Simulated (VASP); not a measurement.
InC2, 6 atoms in the cell. It takes space group P4/mbm (No. 127, tetragonal). The conventional cell has a = 5.448 Å, b = 5.448 Å, c = 5.563 Å, α = 90.00°, β = 90.00°, γ = 90.00°. In (site symmetry 4/m) has 8 C at 2.32 to 3.21 Å within 3.3 Å. C (site symmetry m2m) has 1 C at 1.28 Å within 1.7 Å. The cell was built from a structure type or drawn by symmetry, and may not be a known phase.

```yaml
Program: VASP 6.6.1
Task: single point
Functional: PBE
Potentials_or_basis: VASP PAW PBE potentials, release 64 (In_d, C)
Cutoff: 520 eV
k_mesh: 8 × 8 × 8
Occupations: gaussian, width 0.1 eV
Spin: no spin polarisation
Dipole_correction: no
Further_INCAR_settings: ALGO = Normal; EDIFF = 1e-07; NBANDS = 30
```

Potentials or basis: VASP PAW PBE potentials, release 64 (In_d, C).

The run is started by

```console
$ cat potpaw_PBE.64/In_d/POTCAR potpaw_PBE.64/C/POTCAR > POTCAR
$ mpirun -np 1 vasp_std > vasp.out
```

Hardware: 1 thread of Intel(R) Xeon(R) 6975P-C (Granite Rapids), on a shared host.

Task: How long does it take, and how much memory?

Result: Run time: 3.7 min on 1 thread of Intel(R) Xeon(R) 6975P-C (Granite Rapids), with other jobs on the host, peak memory 0.44 GiB. Counts: scf iterations 17, k points 75.
